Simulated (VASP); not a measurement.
# Cu (I4/mmm) in VASP: notebook

The runs below take Cu through single point, with PBE.

All numbers are computed with VASP 6.6.1; they aren't measurements. Logs are shortened: lines on timing, memory, paths and dates and some standing lists are left out, and cuts for length are marked.

### Step 1. The cell of the first run

Symmetry: I4/mmm, No. 139, tetragonal system. Conventional cell: a = 2.799 Å, b = 2.799 Å, c = 2.626 Å, α = 90.00°, β = 90.00°, γ = 90.00°. Within 3.1 Å of Cu (site symmetry 4/mmm) lie 14 Cu at 2.38 to 2.80 Å.

### Step 2. Single point, PBE

Input file INCAR:

```
PREC = Accurate ; ENCUT = 520
EDIFF = 1E-7 ; ISMEAR = 0
SIGMA = 0.15 ; LREAL = F
LASPH = T ; NELM = 80
ALGO = Normal ; ISIF = 2
LWAVE = F ; LCHARG = F
GGA = PE ; NBANDS = 12
```

Input file KPOINTS:

```
regular mesh
0
Gamma
  22 22 22
```

Input file POSCAR:

```
Cu
1.0
   -1.3996000000      1.3996000000      1.3129000000
    1.3996000000     -1.3996000000      1.3129000000
    1.3996000000      1.3996000000     -1.3129000000
Cu
1
Direct
    0.0000000000      0.0000000000      0.0000000000
```

Potentials or basis: VASP PAW PBE potentials, release 64 (Cu).

Started as:

```sh
> cat potpaw_PBE.64/Cu/POTCAR > POTCAR
> mpirun -np 1 vasp_std > vasp.out
```

OUTCAR:

```text
PREC = Accurate
   ENCUT = 520
   EDIFF = 1E-7
   ISMEAR = 0
   LREAL = F
   LASPH = T
   NELM = 80
   ISIF = 2
   GGA = PE

 ion  position               nearest neighbor table
   1  0.000  0.000  0.000-

  LATTYP: Found a body centered tetragonal cell.
 ALAT       =     2.7992000000
 C/A-ratio  =     0.9380537296

  Lattice vectors:

 A1 = (  -1.3996000000,   1.3996000000,   1.3129000000)
 A2 = (   1.3996000000,  -1.3996000000,   1.3129000000)
 A3 = (   1.3996000000,   1.3996000000,  -1.3129000000)

Analysis of symmetry for initial positions (statically):
=====================================================================
 Subroutine PRICEL returns:
 Original cell was already a primitive cell.

 Routine SETGRP: Setting up the symmetry group for a
 body centered tetragonal supercell.

 Subroutine GETGRP returns: Found 16 space group operations
 (whereof 16 operations were pure point group operations)
 out of a pool of 16 trial point group operations.

The static configuration has the point symmetry D_4h.

Analysis of symmetry for dynamics (positions and initial velocities):
=====================================================================
 Subroutine PRICEL returns:
 Original cell was already a primitive cell.

 Routine SETGRP: Setting up the symmetry group for a
 body centered tetragonal supercell.

 Subroutine GETGRP returns: Found 16 space group operations
 (whereof 16 operations were pure point group operations)
 out of a pool of 16 trial point group operations.

The dynamic configuration has the point symmetry D_4h.

 Subroutine INISYM returns: Found 16 space group operations
 (whereof 16 operations are pure point group operations),
 and found     1 'primitive' translations

----------------------------------------------------------------------------------------

                                     Primitive cell

  volume of cell :      10.2873

  direct lattice vectors                    reciprocal lattice vectors
    -1.399600000  1.399600000  1.312900000     0.000000000  0.357244927  0.380836317
     1.399600000 -1.399600000  1.312900000     0.357244927  0.000000000  0.380836317
     1.399600000  1.399600000 -1.312900000     0.357244927  0.357244927  0.000000000

  length of vectors
     2.375177200  2.375177200  2.375177200     0.522168783  0.522168783  0.505220621

  position of ions in fractional coordinates (direct lattice)
     0.000000000  0.000000000  0.000000000

  ion indices of the primitive-cell ions
   primitive index   ion index
                 1           1

----------------------------------------------------------------------------------------

 KPOINTS: regular mesh

Automatic generation of k-mesh.
 Grid dimensions read from file:
 generate k-points for:   22   22   22

 Generating k-lattice:

  Cartesian coordinates                     Fractional coordinates (reciprocal lattice)
     0.000000000  0.016238406  0.017310742     0.045454545  0.000000000  0.000000000
     0.016238406  0.000000000  0.017310742     0.000000000  0.045454545  0.000000000
     0.016238406  0.016238406  0.000000000     0.000000000  0.000000000  0.045454545

  Length of vectors
     0.023734945  0.023734945  0.022964574

  Shift w.r.t. Gamma in fractional coordinates (k-lattice)
     0.000000000  0.000000000  0.000000000

 Subroutine IBZKPT returns following result:
 ===========================================

 Found    834 irreducible k-points:

 Following reciprocal coordinates:
            Coordinates               Weight
  0.000000  0.000000  0.000000      1.000000
  0.045455  0.000000 -0.000000      8.000000
  0.090909  0.000000 -0.000000      8.000000
  0.136364  0.000000  0.000000      8.000000
  0.181818 -0.000000  0.000000      8.000000
  0.227273  0.000000 -0.000000      8.000000
[... 16 lines left out ...]
  0.500000  0.045455  0.000000     16.000000
 -0.454545  0.045455 -0.000000     16.000000
 [... further k-points ...]
   k-points           NKPTS =    834   k-points in BZ     NKDIM =    834   number of bands    NBANDS=     12
   number of dos      NEDOS =    301   number of ions     NIONS =      1
   total plane-waves  NPLWV =   5832
   dimension x,y,z NGX =    18 NGY =   18 NGZ =   18
   dimension x,y,z NGXF=    36 NGYF=   36 NGZF=   36
   ions per type =               1
   NGX,Y,Z   is equivalent  to a cutoff of  12.60, 12.60, 12.60 a.u.
   NGXF,Y,Z  is equivalent  to a cutoff of  25.20, 25.20, 25.20 a.u.
 SYSTEM =  unknown system
   PREC   = accura    normal or accurate (medium, high low for compatibility)
   ISTART =      0    job   : 0-new  1-cont  2-samecut
   ICHARG =      2    charge: 1-file 2-atom 10-const
   ISPIN  =      1    spin polarized calculation?
   LNONCOLLINEAR =      F non collinear calculations
   LSORBIT =      F    spin-orbit coupling
   LASPH  =      T    aspherical Exc in radial PAW
   ENCUT  =  520.0 eV  38.22 Ry    6.18 a.u.   4.42  4.42  4.42*2*pi/ulx,y,z
   NELM   =     80;   NELMIN=  2; NELMDL= -5     # of ELM steps
   EDIFF  = 0.1E-06   stopping-criterion for ELM
   LREAL  =      F    real-space projection
   EDIFFG = 0.1E-05   stopping-criterion for IOM
   NSW    =      0    number of steps for IOM
   IBRION =     -1    ionic relax: 0-MD 1-quasi-New 2-CG
   NFREE  =      0    steps in history (QN), initial steepest desc. (CG)
   ISIF   =      2    stress and relaxation
   ISYM   =      2    0-nonsym 1-usesym 2-fastsym
   POTIM  = 0.5000    time-step for ionic-motion
   TEBEG  =    0.0;   TEEND  =   0.0 temperature during run
   PSTRESS=    0.0 pullay stress
   NELECT =      11.0000    total number of electrons
   NUPDOWN=      -1.0000    fix difference up-down
   EMIN   =  10.00;   EMAX   =-10.00  energy-range for DOS
   EFERMI =   0.00;   METHOD = LEGACY
   ISMEAR =     0;   SIGMA  =   0.15  broadening in eV -4-tet -1-fermi 0-gaus
   EFERMI_NEDOS =   21; number of points for ismear=-14 and -15
   IALGO  =     38    algorithm
   IMIX   =      4    mixing-type and parameters
     AMIX     =   0.40;   BMIX     =  1.00
     AMIX_MAG =   1.60;   BMIX_MAG =  1.00
  volume/ion in A,a.u.               =      10.29        69.42
  Fermi-wavevector in a.u.,A,eV,Ry     =   1.674066  3.163526 38.130283  2.802497
  Thomas-Fermi vector in A             =   2.758927
   LORBIT       =      0    0 simple, 1 ext, 2 COOP (PROOUT), +10 PAW based schemes
   GGA     = PE    functional components
   LHFCALC =     F    Hartree Fock is set to
   AEXX    =    0.0000 exact exchange contribution
   IVDW    =     0    specifies the selected vdW correction
   LEPSILON=     F    determine dielectric tensor
   LRPA    =     F    only Hartree local field effects (RPA)
 non-spin polarized calculation
 Gauss-broadening in eV      SIGMA  =   0.15
  energy-cutoff  :      520.00
  volume of cell :       10.29
 maximum number of plane-waves:       297
 NGX is ok and might be reduce to    18
   NGX =  9   NGY =  9   NGZ =  9

 number of electron      10.9999996 magnetization

 Free energy of the ion-electron system (eV)
  ---------------------------------------------------
  ext. energy  EPLUGINS =         0.00000000
  ---------------------------------------------------
  free energy    TOTEN  =        -3.54037705 eV

  energy without entropy =       -3.53637804  energy(sigma->0) =       -3.53837754

 E-fermi :   9.4642     XC(G=0): -13.5495

 val. band max:        9.4607825331   @ k =   0.3182   0.0909   0.0909
 cond. band min:       9.4656223872   @ k =   0.5000   0.2727   0.0909
 fundamental gap:      0.0048398541
 Fermi energy:         9.4641516695

 k-point     1 :       0.0000    0.0000    0.0000
  band No.  band energies     occupation
      1      -1.0216      2.00000
      2       5.6528      2.00000
      3       5.9665      2.00000
      4       5.9665      2.00000
      5       6.8939      2.00000
      6       7.2284      2.00000
      7      35.1476      0.00000
      8      35.1476      0.00000
      9      36.9614      0.00000
     10      39.9379      0.00000
     11      40.4030      0.00000
     12      40.9314      0.00000

 k-point     2 :       0.0455    0.0000   -0.0000
  band No.  band energies     occupation
      1      -0.9312      2.00000
      2       5.6625      2.00000
      3       5.9631      2.00000
      4       5.9741      2.00000
      5       6.8957      2.00000
      6       7.2127      2.00000
      7      34.7270      0.00000
      8      34.9605      0.00000
      9      36.2907      0.00000
     10      39.3275      0.00000
     11      39.5551      0.00000
     12      39.9447      0.00000

 k-point     3 :       0.0909    0.0000   -0.0000
  band No.  band energies     occupation
      1      -0.6626      2.00000
      2       5.6617      2.00000
      3       5.9494      2.00000
      4       6.0269      2.00000
      5       6.9018      2.00000
      6       7.1726      2.00000
      7      33.3239      0.00000
      8      34.4954      0.00000
      9      34.9027      0.00000
     10      37.7269      0.00000
     11      38.7042      0.00000
     12      39.4673      0.00000
[... 286 lines left out ...]
 k-point    23 :       0.5000    0.0455    0.0000
  band No.  band energies     occupation
      1       3.5850      2.00000
      2       4.8634      2.00000
      3       7.0338      2.00000
      4       7.2571      2.00000
      5       7.7609      2.00000
      6       8.9417      2.00000
      7      15.0616      0.00000
      8      26.8880      0.00000
      9      27.9643      0.00000
     10      32.6314      0.00000
     11      36.2629      0.00000
     12      45.3271      0.00000

 k-point    24 :      -0.4545    0.0455   -0.0000
  band No.  band energies     occupation
      1       3.5269      2.00000
      2       4.9009      2.00000
      3       7.0480      2.00000
      4       7.1098      2.00000
      5       7.5663      2.00000
      6       8.3766      2.00000
      7      16.2276      0.00000
      8      27.0430      0.00000
      9      28.2474      0.00000
     10      32.7363      0.00000
     11      36.3376      0.00000
     12      45.6795      0.00000

 [... further k-points ...]
[... 5 lines left out ...]
  --------------------------------------------------------------------------------------
  -------------------------------------------------------------------------------------
  Total        2.0453563      2.0453563      2.1167297      0.0000000      0.0000000      0.0000000
  in kB      318.5517876    318.5517876    329.6677587      0.0000000      0.0000000      0.0000000
  external PRESSURE =     322.2571113 kB  Pullay stress =       0.0000000 kB

 VOLUME and BASIS-vectors are now :
 -----------------------------------------------------------------------------
  energy-cutoff  :      520.00
  volume of cell :       10.29
      direct lattice vectors                 reciprocal lattice vectors
    -1.399600000  1.399600000  1.312900000     0.000000000  0.357244927  0.380836317
     1.399600000 -1.399600000  1.312900000     0.357244927  0.000000000  0.380836317
     1.399600000  1.399600000 -1.312900000     0.357244927  0.357244927  0.000000000

 POSITION                                       TOTAL-FORCE (eV/Angst)
 -----------------------------------------------------------------------------------
      0.00000      0.00000      0.00000        -0.000000     -0.000000      0.000000
 -----------------------------------------------------------------------------------
    total drift:                                0.000000      0.000000      0.000000

  FREE ENERGIE OF THE ION-ELECTRON SYSTEM (eV)
  ---------------------------------------------------
  free  energy   TOTEN  =        -3.5403770519 eV

  energy  without entropy=       -3.5363780366  energy(sigma->0) =       -3.53837754
```

It took 34 s on 1 thread of Intel Xeon 6975P-C (Granite Rapids), shared host; peak memory 0.2 GiB.

What came out:

* Free energy: -3.5404 eV
* Pressure: 32.2 GPa

### Step 3. Single point, PBE

This run uses another cell than the first one, of 10.47 Å³/atom, 1.018 times its volume.

Input file INCAR:

```
  ALGO = Normal
  EDIFF = 1E-7
  ENCUT = 520
  GGA = PE
  ISIF = 2
  ISMEAR = 0
  LASPH = T
  LCHARG = T
  LELF = T
  LREAL = F
  LVHAR = T
  LWAVE = F
  NBANDS = 12
  NELM = 100
  PREC = Accurate
  SIGMA = 0.15
```

Input file KPOINTS:

```
k-points
0
Gamma
  22 22 22
```

Input file POSCAR:

```
Cu
1.0
   -1.3996000000      1.3996000000      1.3359000000
    1.3996000000     -1.3996000000      1.3359000000
    1.3996000000      1.3996000000     -1.3359000000
Cu
1
Direct
    0.0000000000      0.0000000000      0.0000000000
```

Potentials or basis: VASP PAW PBE potentials, release 64 (Cu).

Started as:

```sh
> cat potpaw_PBE.64/Cu/POTCAR > POTCAR
> mpirun -np 1 vasp_std > vasp.out
```

It took 36 s on 1 thread of Intel Xeon 6975P-C (Granite Rapids), shared host; peak memory 0.21 GiB.

It converged, with:

```yaml
Free_energy: -3.5745 eV
Pressure: 27.4 GPa
```

Stress tensor (GPa, compression positive):
```
27.33  0.00  0.00
 0.00 27.33  0.00
 0.00  0.00 27.56
```

Levels at points of the mesh, in eV from the Fermi level:
| k point | band 3 | band 4 | band 5 | band 6 | band 7 | band 8 | band 9 | band 10 |
| --- | --- | --- | --- | --- | --- | --- | --- | --- |
| (0.00, 0.00, 0.00) | -3.47 | -3.47 | -2.47 | -2.24 | 25.74 | 25.74 | 27.00 | 30.38 |
| (0.50, 0.00, 0.00) | -2.37 | -2.11 | -1.45 | -0.79 | 5.21 | 18.08 | 18.63 | 22.50 |
| (0.50, 0.50, 0.00) | -2.54 | -2.27 | -1.48 | -1.19 | 4.67 | 19.32 | 20.14 | 23.70 |
| (0.50, 0.50, 0.50) | -1.68 | -1.68 | -1.62 | 8.11 | 8.11 | 10.05 | 14.03 | 14.80 |

### Step 4. Single point, PBE

This run uses another cell than the first one, of 10.65 Å³/atom, 1.035 times its volume.

Input file INCAR:

```
SYSTEM = Cu
ALGO = Normal ; EDIFF = 1E-6
ENCUT = 520 ; GGA = PE
ISIF = 2 ; ISMEAR = 0
LASPH = .TRUE. ; LCHARG = .FALSE.
LREAL = .FALSE. ; LWAVE = .FALSE.
NBANDS = 12 ; NELM = 100
PREC = Accurate ; SIGMA = 0.15
```

Input file KPOINTS:

```
k-points
0
G
  22 22 22
  0 0 0
```

Input file POSCAR:

```
Cu
1.0
   -1.3996000000      1.3996000000      1.3589500000
    1.3996000000     -1.3996000000      1.3589500000
    1.3996000000      1.3996000000     -1.3589500000
Cu
1
Direct
    0.0000000000      0.0000000000      0.0000000000
```

Potentials or basis: VASP PAW PBE potentials, release 64 (Cu).

Started as:

```sh
> cat potpaw_PBE.64/Cu/POTCAR > POTCAR
> mpirun -np 1 vasp_std > vasp.out
```

OUTCAR:

```text
SYSTEM = Cu
   EDIFF = 1E-6
   ENCUT = 520
   GGA = PE
   ISIF = 2
   ISMEAR = 0
   LASPH = .TRUE.
   LREAL = .FALSE.
   NELM = 100
   PREC = Accurate

 ion  position               nearest neighbor table
   1  0.000  0.000  0.000-

  LATTYP: Found a body centered tetragonal cell.
 ALAT       =     2.7992000000
 C/A-ratio  =     0.9709559874

  Lattice vectors:

 A1 = (  -1.3996000000,   1.3996000000,   1.3589500000)
[... 531 lines left out ...]
      2       4.6437      2.00000
      3       6.6062      2.00000
      4       6.6527      2.00000
      5       7.0959      2.00000
      6       7.8889      2.00000
      7      15.3171      0.00000
      8      26.5418      0.00000
      9      27.6302      0.00000
     10      32.0467      0.00000
     11      35.4334      0.00000
     12      44.3879      0.00000

 [... further k-points ...]
[... 5 lines left out ...]
  --------------------------------------------------------------------------------------
  -------------------------------------------------------------------------------------
  Total        1.5329995      1.5329995      1.5195677      0.0000000      0.0000000      0.0000000
  in kB      230.6647604    230.6647604    228.6437323      0.0000000      0.0000000      0.0000000
  external PRESSURE =     229.9910844 kB  Pullay stress =       0.0000000 kB

 VOLUME and BASIS-vectors are now :
 -----------------------------------------------------------------------------
  energy-cutoff  :      520.00
  volume of cell :       10.65
      direct lattice vectors                 reciprocal lattice vectors
    -1.399600000  1.399600000  1.358950000     0.000000000  0.357244927  0.367931123
     1.399600000 -1.399600000  1.358950000     0.357244927  0.000000000  0.367931123
     1.399600000  1.399600000 -1.358950000     0.357244927  0.357244927  0.000000000

 POSITION                                       TOTAL-FORCE (eV/Angst)
 -----------------------------------------------------------------------------------
      0.00000      0.00000      0.00000        -0.000000      0.000000      0.000000
 -----------------------------------------------------------------------------------
    total drift:                                0.000000      0.000000      0.000000

  FREE ENERGIE OF THE ION-ELECTRON SYSTEM (eV)
  ---------------------------------------------------
  free  energy   TOTEN  =        -3.6029592973 eV

  energy  without entropy=       -3.5986047304  energy(sigma->0) =       -3.60078201
```

OSZICAR:

```text
N       E                     dE             d eps       ncg     rms          rms(c)
DAV:   1     0.420523276579E+02    0.42052E+02   -0.53927E+03 22688   0.158E+03
DAV:   2    -0.326604347078E+01   -0.45318E+02   -0.41921E+02 20688   0.208E+02
DAV:   3    -0.452640314623E+01   -0.12604E+01   -0.12542E+01 22984   0.393E+01
DAV:   4    -0.453347591502E+01   -0.70728E-02   -0.70717E-02 22552   0.262E+00
DAV:   5    -0.453353772478E+01   -0.61810E-04   -0.61808E-04 23108   0.248E-01    0.768E+00
DAV:   6    -0.388788838743E+01    0.64565E+00   -0.12198E+01 23296   0.688E+01    0.317E+00
DAV:   7    -0.362041429058E+01    0.26747E+00   -0.17346E+00 23460   0.256E+01    0.749E-01
DAV:   8    -0.360337553001E+01    0.17039E-01   -0.11199E-02 27820   0.117E+00    0.149E-01
DAV:   9    -0.360295423438E+01    0.42130E-03   -0.23294E-03 26296   0.837E-01    0.267E-02
DAV:  10    -0.360296106866E+01   -0.68343E-05   -0.30844E-05 27392   0.835E-02    0.679E-03
DAV:  11    -0.360295936832E+01    0.17003E-05   -0.57576E-07 15280   0.150E-02    0.737E-04
DAV:  12    -0.360295929727E+01    0.71049E-07   -0.59023E-08 10760   0.319E-03
   1 F= -.36029593E+01 E0= -.36007820E+01  d E =-.435457E-02
```

stdout:

```text
POSCAR found type information on POSCAR Cu
 POSCAR found :  1 types and       1 ions
 scaLAPACK will be used
 LDA part: xc-table for (Slater+PW92), standard interpolation
 POSCAR, INCAR and KPOINTS ok, starting setup
 FFT: planning ... GRIDC
 FFT: planning ... GRID_SOFT
 FFT: planning ... GRID
 WAVECAR not read
 entering main loop
```

Run time: 32 s. Hardware: 1 thread of Intel Xeon 6975P-C (Granite Rapids), shared host; peak memory 0.21 GiB.

Results:

- Free energy: -3.6030 eV
- Pressure: 23.0 GPa

### Step 5. Single point, PBE

This run uses another cell than the first one, of 10.83 Å³/atom, 1.053 times its volume.

Input file INCAR:

```
PREC = Accurate
ENCUT = 520
EDIFF = 1E-7
ISMEAR = 0
SIGMA = 0.15
LREAL = False
LASPH = True
NELM = 60
ALGO = Normal
ISIF = 2
LWAVE = False
LCHARG = False
GGA = PE
NBANDS = 12
```

Input file KPOINTS:

```
Automatic mesh
0
Gamma
  22 22 22
```

Input file POSCAR:

```
Cu
1.0
   -1.3996000000      1.3996000000      1.3819816190
    1.3996000000     -1.3996000000      1.3819816190
    1.3996000000      1.3996000000     -1.3819816190
Cu
1
Direct
    0.0000000000      0.0000000000      0.0000000000
```

Started as:

```sh
> cat potpaw_PBE.64/Cu/POTCAR > POTCAR
> mpirun -np 1 vasp_std > vasp.out
```

Run time: 33 s. Hardware: 1 thread of Intel Xeon 6975P-C (Granite Rapids), shared host; peak memory 0.21 GiB.

The run converged. Its results:

```yaml
Free_energy: -3.6266 eV
Pressure: 19.0 GPa
```

Stress tensor (GPa, compression positive):
```
19.08  0.00  0.00
 0.00 19.08  0.00
 0.00  0.00 18.95
```

Levels at points of the mesh, in eV from the Fermi level:
```tsv
k point	band 4	band 5	band 6	band 7	band 8	band 9
(0.00, 0.00, 0.00)	-3.39	-2.30	-2.24	25.78	25.78	26.09
(0.50, 0.00, 0.00)	-2.12	-1.43	-0.80	4.87	18.09	18.53
(0.50, 0.50, 0.00)	-2.15	-1.43	-0.90	4.73	18.43	18.92
(0.50, 0.50, 0.50)	-1.63	-1.61	8.42	8.42	8.92	14.12
```

### Step 6. The runs side by side

```csv
cell,gap on the mesh (eV),pressure (GPa)
"a = 2.375 Å, angles 107.8, 107.8, 112.9°, 1 atom",none,32.2
"a = 2.388 Å, angles 108.2, 108.2, 112.0°, 1 atom",none,27.4
"a = 2.401 Å, angles 108.7, 108.7, 111.1°, 1 atom",none,23.0
"a = 2.414 Å, angles 109.1, 109.1, 110.2°, 1 atom",none,19.0
```

Alike in all rows: task single point; level PBE; potentials or basis VASP PAW PBE potentials, release 64 (Cu); no spin polarisation; k mesh 22 × 22 × 22; cutoff (eV) 520; smearing gaussian 0.15 eV.

Absolute energies hang on the potentials; compare differences alone.
